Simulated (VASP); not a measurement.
Here is a VASP 6.6.1 calculation.

Contents of INCAR:

```
ALGO = Normal
EDIFF = 1E-7
ENCUT = 520
GGA = PS
ISIF = 2
ISMEAR = 0
LASPH = T
LCHARG = F
LREAL = F
LWAVE = F
NBANDS = 12
NELM = 80
PREC = Accurate
SIGMA = 0.1
```

KPOINTS

```
k-points
0
Gamma
  20 20 20
```

POSCAR

```
Cr
1.0
   -1.4210174781      1.4210174781      1.4210174781
    1.4210174781     -1.4210174781      1.4210174781
    1.4210174781      1.4210174781     -1.4210174781
Cr
1
Direct
    0.0000000000      0.0000000000      0.0000000000
```

Potentials or basis: VASP PAW PBE potentials, release 64 (Cr_pv).

The run is started by

```bash
$ cat potpaw_PBE.64/Cr_pv/POTCAR > POTCAR
$ mpirun -np 1 vasp_std > vasp.out
```

Predict the band gap on the k mesh.

zero (band 6 reaches 13.40 eV, above the bottom of band 7 at 10.00 eV).

What does it give for the pressure?

-8.4 GPa.

Caveat: the PAW data sets were made with another functional, which shifts forces and pressure a little; the run has no spin polarisation, though such a crystal can be magnetic. Spin polarisation is off, so any magnetic state and its effect on volume and gap are missing.
